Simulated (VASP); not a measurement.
Here is a VASP 6.6.1 calculation.

Contents of INCAR:

```
SYSTEM = C
  PREC = Accurate
  ENCUT = 520
  EDIFF = 1E-8
  ISMEAR = -1
  SIGMA = 0.05
  LREAL = .FALSE.
  LASPH = .TRUE.
  NELM = 80
  ALGO = Normal
  ISIF = 2
  LWAVE = .FALSE.
  LCHARG = .FALSE.
  GGA = PE
  LEFG = .TRUE.
  NBANDS = 11
```

The input KPOINTS:

```
regular mesh
0
G
  18 18 18
  0 0 0
```

The input POSCAR:

```
C
1.0
    0.0000000000      2.1127244021      3.3255295243
    1.2197581409      0.0000000000      3.3255295243
    1.2197581409      2.1127244021      0.0000000000
C
2
Direct
    0.1666700000      0.8333300000      0.1666700000
    0.8333300000      0.1666700000      0.8333300000
```

Potentials or basis: VASP PAW PBE potentials, release 64 (C).

Launch:

```console
$ cat potpaw_PBE.64/C/POTCAR > POTCAR
$ mpirun -np 1 vasp_std > vasp.out
```

(1) Estimate the pressure.

(2) What does it give for the largest force?

Results:

(1) 11.2 GPa.

(2) 0.003 eV/Å.

Caveat: the cell stands under pressure; this functional lacks dispersion, which binds the layers, so the pressure and a relaxed spacing across them are unreliable; without QUAD_EFG the Cq values of the log hold for a quadrupole moment of 1 mb, not for the nuclei.
